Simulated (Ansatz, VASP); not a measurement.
# Pt: VASP beside Ansatz

```xyz
1
Lattice="0.0000 2.0135 2.0135 2.0135 0.0000 2.0135 2.0135 2.0135 0.0000" Properties=species:S:1:pos:R:3 pbc="T T T"
Pt    0.0000    0.0000    0.0000
```

Alike in both runs: task single point; functional LDA; k mesh 18 × 18 × 18; occupations gaussian, width 0.1 eV; no spin polarisation.

|  | VASP | Ansatz |
| --- | --- | --- |
| version | VASP 6.6.1 | Ansatz 0.2.0 |
| potentials or method | VASP PAW LDA potentials, release 64 (Pt), cutoff 520 eV | scalar-relativistic, plane waves, PAW |
| valence electrons in the cell | 10 | 18 |

VASP gave:

```
gap on the k mesh at the Fermi level (eV) : none
pressure (GPa)                            : -23.1
```

Which values does Ansatz return?

gap on the k mesh at the Fermi level (eV): none; pressure (GPa): -23.6.

LDA's correlation is that of Perdew and Zunger in VASP and of Perdew and Wang (1992) in Ansatz. A gap of «none» marks a metal or a gap that the smearing closes. VASP's potentials hold 10 valence electrons a cell and Ansatz's 18, so a difference there can come from the potentials and not from the codes.

Neither program's run includes spin-orbit coupling.
